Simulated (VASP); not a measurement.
# BN (F-43m) in VASP: a series of runs, part 2 of 2

VASP 6.6.1.

### 3 Elastic constants, LDA

This run uses another cell than the first one, of 5.59 Å³/atom, 1.024 times its volume.

Input file INCAR:

```
  ALGO = Normal
  EDIFF = 1E-8
  ENCUT = 600
  IBRION = 6
  ISIF = 3
  ISMEAR = 0
  LASPH = T
  LCHARG = T
  LREAL = F
  LWAVE = F
  NELM = 60
  NFREE = 2
  NSW = 1
  POTIM = 0.015
  PREC = Accurate
  SIGMA = 0.01
```

Input file KPOINTS:

```
k-points
0
Gamma
  12 12 12
```

Input file POSCAR:

```
BN
1.0
    0.0000000000      1.7747744547      1.7747744547
    1.7747744547      0.0000000000      1.7747744547
    1.7747744547      1.7747744547      0.0000000000
B N
1 1
Direct
    0.0000000000      0.0000000000      0.0000000000
    0.7500000000      0.7500000000      0.7500000000
```

Potentials or basis: VASP PAW LDA potentials, release 64 (B, N).

The run is started by

```
$ cat potpaw_LDA.64/B/POTCAR potpaw_LDA.64/N/POTCAR > POTCAR
$ mpirun -np 1 vasp_std > vasp.out
```

OUTCAR:

```text
EDIFF = 1E-8
   ENCUT = 600
   IBRION = 6
   ISIF = 3
   ISMEAR = 0
   LASPH = T
   LREAL = F
   NELM = 60
   NFREE = 2
   NSW = 1
   POTIM = 0.015
   PREC = Accurate

 ion  position               nearest neighbor table
   1  0.000  0.000  0.000-   2 1.54   2 1.54   2 1.54   2 1.54
   2  0.750  0.750  0.750-   1 1.54   1 1.54   1 1.54   1 1.54

  LATTYP: Found a face centered cubic cell.
 ALAT       =     3.5495489094

  Lattice vectors:

 A1 = (   0.0000000000,   1.7747744547,   1.7747744547)
 A2 = (   1.7747744547,   0.0000000000,   1.7747744547)
 A3 = (   1.7747744547,   1.7747744547,   0.0000000000)

Analysis of symmetry for initial positions (statically):
[... 687 lines left out ...]
  x    -0.00000    -0.00000    -0.00000     0.00000    -4.28767     0.00000
  y    -0.00000    -0.00000    -0.00000     0.00000     0.00000    -4.28767
  z    -0.00000    -0.00000    -0.00000    -4.28767     0.00000     0.00000

 INTERNAL STRAIN TENSOR FOR ION    2 for displacements in x,y,z  (eV/Angst):
          X           Y           Z          XY          YZ          ZX
  --------------------------------------------------------------------------------
  x     0.00000     0.00000     0.00000     0.00000     4.28773     0.00000
  y     0.00000     0.00000     0.00000     0.00000     0.00000     4.28773
  z     0.00000     0.00000     0.00000     4.28773     0.00000     0.00000

 Eigenvectors and eigenvalues of the dynamical matrix
 ----------------------------------------------------

   1 f  =   33.123577 THz   208.121571 2PiTHz 1104.883595 cm-1   136.988045 meV
             X         Y         Z           dx          dy          dz
      0.000000  0.000000  0.000000     0.751219   -0.000000    0.000000
      2.662162  2.662162  2.662162    -0.660053    0.000000    0.000000
[... 21 lines left out ...]
   6 f/i=    0.001541 THz     0.009683 2PiTHz    0.051406 cm-1     0.006374 meV
             X         Y         Z           dx          dy          dz
      0.000000  0.000000  0.000000    -0.028022    0.659458    0.000000
      2.662162  2.662162  2.662162    -0.031893    0.750541    0.000000

--------------------------------------------------------------------------------------------------------

 ELASTIC MODULI CONTR FROM IONIC RELAXATION (kBar)
 Direction    XX          YY          ZZ          XY          YZ          ZX
 --------------------------------------------------------------------------------
 XX          -0.0000     -0.0000     -0.0000     -0.0000     -0.0000     -0.0000
 YY          -0.0000     -0.0000     -0.0000     -0.0000     -0.0000     -0.0000
 ZZ          -0.0000     -0.0000     -0.0000     -0.0000     -0.0000     -0.0000
 XY          -0.0000     -0.0000     -0.0000    -96.1988     -0.0000     -0.0000
 YZ          -0.0000     -0.0000     -0.0000     -0.0000    -96.1988     -0.0000
 ZX          -0.0000     -0.0000     -0.0000     -0.0000     -0.0000    -96.1988
 --------------------------------------------------------------------------------

 TOTAL ELASTIC MODULI (kBar)
 Direction    XX          YY          ZZ          XY          YZ          ZX
 --------------------------------------------------------------------------------
 XX        8627.9723   2166.6208   2166.6208      0.0000      0.0000     -0.0000
 YY        2166.6208   8627.9723   2166.6208     -0.0000      0.0000     -0.0000
 ZZ        2166.6208   2166.6208   8627.9723      0.0000      0.0000      0.0000
 XY           0.0000     -0.0000      0.0000   5053.4693     -0.0000     -0.0000
 YZ           0.0000      0.0000      0.0000     -0.0000   5053.4693     -0.0000
 ZX          -0.0000     -0.0000      0.0000     -0.0000     -0.0000   5053.4693
 --------------------------------------------------------------------------------
```

stdout:

```text
POSCAR found type information on POSCAR B N
 POSCAR found :  2 types and       2 ions
 scaLAPACK will be used
 LDA part: xc-table for (Slater(with rela. corr.)+CA(PZ))
 , standard interpolation
 POSCAR, INCAR and KPOINTS ok, starting setup
 FFT: planning ... GRIDC
 FFT: planning ... GRID_SOFT
 FFT: planning ... GRID
 WAVECAR not read
 entering main loop
 Found     2 degrees of freedom:
 Adding 6 more for cell shape distortion
 Finite differences POTIM= 0.01500 DOF=   8
 bond charge predicted
 Finite differences progress:
 bond charge predicted
 Finite differences progress:
 bond charge predicted
 Finite differences progress:
 bond charge predicted
 Finite differences progress:
 bond charge predicted
 Finite differences progress:
 bond charge predicted
 Finite differences progress:
 bond charge predicted
 Finite differences progress:
 bond charge predicted
 Finite differences progress:
 bond charge predicted
 Finite differences progress:
 bond charge predicted
 Finite differences progress:
 bond charge predicted
 Finite differences progress:
 bond charge predicted
 Finite differences progress:
 bond charge predicted
 Finite differences progress:
 bond charge predicted
 Finite differences progress:
 bond charge predicted
 Finite differences progress:
 bond charge predicted
 Finite differences progress:
```

Wall time 2.5 min (1 thread of AMD EPYC 9R45 (Zen 5), shared host); peak memory 0.19 GiB.

Results:

```yaml
Elastic_constants_C11_C12_C44: 863, 217, 505 GPa
Voigt_bulk_modulus: 432 GPa
Highest_phonon_frequency_at_Γ_LO-TO_splitting_left_out: 1105 cm⁻¹
```

Phonon frequencies in cm⁻¹ (negative: imaginary):
| q point | frequencies |
| --- | --- |
| (0.000, 0.000, 0.000) | 0 0 0 1105 1105 1105 |

Elastic tensor in Voigt notation (GPa, in the Cartesian axes of the cell as first typed):
```
863 217 217   0   0   0
217 863 217   0   0   0
217 217 863   0   0   0
  0   0   0 505   0   0
  0   0   0   0 505   0
  0   0   0   0   0 505
```

Clamped-ion elastic tensor (GPa):
```
863 217 217   0   0   0
217 863 217   0   0   0
217 217 863   0   0   0
  0   0   0 515   0   0
  0   0   0   0 515   0
  0   0   0   0   0 515
```

Caveat: the cell is under stress, which shifts elastic constants.

### 4 Elastic constants, LDA

This run uses another cell than the first one, of 5.67 Å³/atom, 1.039 times its volume.

Input file INCAR:

```
PREC = Accurate
ENCUT = 600
EDIFF = 1E-8
ISMEAR = 0
SIGMA = 0.01
LREAL = False
LASPH = True
NELM = 100
ALGO = Normal
ISIF = 3
LWAVE = False
LCHARG = True
GGA = CA
NBANDS = 11
IBRION = 6
NFREE = 2
POTIM = 0.015
NSW = 1
```

Input file KPOINTS:

```
regular mesh
0
Gamma
  12 12 12
```

Input file POSCAR:

```
BN
1.0
    0.0000000000      1.7830345724      1.7830345724
    1.7830345724      0.0000000000      1.7830345724
    1.7830345724      1.7830345724      0.0000000000
B N
1 1
Direct
    0.0000000000      0.0000000000      0.0000000000
    0.7500000000      0.7500000000      0.7500000000
```

Potentials or basis: VASP PAW LDA potentials, release 64 (B, N).

The run is started by

```
$ cat potpaw_LDA.64/B/POTCAR potpaw_LDA.64/N/POTCAR > POTCAR
$ mpirun -np 1 vasp_std > vasp.out
```

OUTCAR:

```text
PREC = Accurate
   ENCUT = 600
   EDIFF = 1E-8
   ISMEAR = 0
   LREAL = False
   LASPH = True
   NELM = 100
   ISIF = 3
   GGA = CA
   IBRION = 6
   NFREE = 2
   POTIM = 0.015
   NSW = 1

 ion  position               nearest neighbor table
   1  0.000  0.000  0.000-   2 1.54   2 1.54   2 1.54   2 1.54
   2  0.750  0.750  0.750-   1 1.54   1 1.54   1 1.54   1 1.54

[... 785 lines left out ...]
      0.000000  0.000000  0.000000    -0.560861   -0.499771    0.000000
      2.674552  2.674552  2.674552     0.492790    0.439115    0.000000
[... 21 lines left out ...]
   6 f/i=    0.001730 THz     0.010873 2PiTHz    0.057723 cm-1     0.007157 meV
             X         Y         Z           dx          dy          dz
      0.000000  0.000000  0.000000    -0.644539   -0.142245    0.000000
      2.674552  2.674552  2.674552    -0.733571   -0.161894    0.000000

--------------------------------------------------------------------------------------------------------

 ELASTIC MODULI CONTR FROM IONIC RELAXATION (kBar)
 Direction    XX          YY          ZZ          XY          YZ          ZX
 --------------------------------------------------------------------------------
 XX          -0.0000     -0.0000     -0.0000     -0.0000     -0.0000      0.0000
 YY          -0.0000     -0.0000      0.0000     -0.0000     -0.0000     -0.0000
 ZZ          -0.0000      0.0000     -0.0000     -0.0000     -0.0000      0.0000
 XY          -0.0000     -0.0000     -0.0000    -67.1178     -0.0000      0.0000
 YZ          -0.0000     -0.0000     -0.0000     -0.0000    -67.1178      0.0000
 ZX           0.0000     -0.0000      0.0000      0.0000      0.0000    -67.1178
 --------------------------------------------------------------------------------

 TOTAL ELASTIC MODULI (kBar)
 Direction    XX          YY          ZZ          XY          YZ          ZX
 --------------------------------------------------------------------------------
 XX        8420.0247   2038.7911   2038.7911     -0.0000      0.0000      0.0000
 YY        2038.7911   8420.0247   2038.7911     -0.0000      0.0000     -0.0000
 ZZ        2038.7911   2038.7911   8420.0247     -0.0000      0.0000     -0.0000
 XY          -0.0000     -0.0000     -0.0000   4900.5754     -0.0000      0.0000
 YZ           0.0000      0.0000      0.0000     -0.0000   4900.5754      0.0000
 ZX           0.0000     -0.0000     -0.0000      0.0000      0.0000   4900.5754
 --------------------------------------------------------------------------------
```

It took 3.1 min on 1 thread of AMD EPYC 9R45 (Zen 5), shared host; peak memory 0.19 GiB.

What came out:

- Elastic constants C11, C12, C44: 842, 204, 490 GPa
- Voigt bulk modulus: 417 GPa
- Highest phonon frequency at Γ, LO-TO splitting left out: 1086 cm⁻¹

Phonon frequencies in cm⁻¹ (negative: imaginary):
```tsv
q point	frequencies
(0.000, 0.000, 0.000)	0 0 0 1086 1086 1086
```

Elastic tensor in Voigt notation (GPa, in the Cartesian axes of the cell as first typed):
```
842 204 204   0   0   0
204 842 204   0   0   0
204 204 842   0   0   0
  0   0   0 490   0   0
  0   0   0   0 490   0
  0   0   0   0   0 490
```

Clamped-ion elastic tensor (GPa):
```
842 204 204   0   0   0
204 842 204   0   0   0
204 204 842   0   0   0
  0   0   0 497   0   0
  0   0   0   0 497   0
  0   0   0   0   0 497
```

Caveat: the cell is under stress, which shifts elastic constants.
